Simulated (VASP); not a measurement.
# Bi2Te3: electric field gradients with PBEsol

The system is Bi2Te3.

```xyz
5
Lattice="2.1902 1.2645 10.1082 -2.1902 1.2645 10.1082 0.0000 -2.5290 10.1082" Properties=species:S:1:pos:R:3 pbc="T T T"
Bi    0.0000    0.0000   12.1244
Bi    0.0000    0.0000   18.2001
Te    0.0000    0.0000    0.0000
Te    0.0000    0.0000    6.3685
Te    0.0000    0.0000   23.9560
```

```
Program                : VASP 6.6.1
Task                   : electric field gradients
Functional             : PBEsol
Potentials or basis    : VASP PAW PBE potentials, release 64 (Bi_d, Te)
Cutoff                 : 520 eV
k mesh                 : 12 × 12 × 12
Occupations            : gaussian, width 0.01 eV
Spin                   : no spin polarisation
Dipole correction      : no
Further INCAR settings : ALGO = Normal; EDIFF = 1e-08; NBANDS = 32
```

```yaml
Pressure: 0.0 GPa
Largest_force: 0.017 eV/Å
Band_gap_on_the_k_mesh: 0.21 eV
Largest_electric_field_gradient_by_atom: Bi +29.3; Te +86.3, -4.5 (each value once) V/Å²
```

Forces in eV/Å, atoms in the order of the input:
```
Bi   0.000  0.000 -0.011
Bi   0.000  0.000  0.011
Te   0.000  0.000  0.000
Te   0.000  0.000 -0.017
Te   0.000  0.000  0.017
```

Levels at points of the mesh, in eV from the valence-band top:
```csv
k point,band 20,band 21,band 22,band 23,band 24,band 25,band 26,band 27,band 28,band 29
"(0.00, 0.00, 0.00)",-1.73,-1.73,-0.89,-0.89,0.00,0.21,0.63,0.63,1.91,2.12
"(0.50, 0.00, 0.00)",-3.23,-2.95,-2.41,-0.93,-0.51,0.54,1.08,2.73,2.80,3.24
"(0.50, 0.50, 0.00)",-2.42,-2.02,-1.83,-1.55,-0.94,0.88,1.46,2.08,2.66,2.78
"(0.50, 0.50, 0.50)",-1.46,-1.46,-1.17,-1.17,-0.43,0.76,1.11,1.11,1.65,1.65
```

Electric field gradients, principal values (V/Å²):
```
atom    least   middle  greatest (by size)
1 Bi  -14.636  -14.636              29.272
2 Bi  -14.636  -14.636              29.272
3 Te  -43.172  -43.172              86.343
4 Te    2.273    2.273              -4.546
5 Te    2.273    2.273              -4.546
```

It took 60 min on 4 MPI ranks on AMD EPYC 7571, with other jobs on the host, peak memory 1.5 GiB a rank.

Caveat: without QUAD_EFG the Cq values of the log hold for a quadrupole moment of 1 mb, not for the nuclei; the PAW data sets were made with another functional, which shifts forces and pressure a little; spin-orbit coupling is left out, which moves the levels of the heavy elements. A k mesh can miss the band edges.
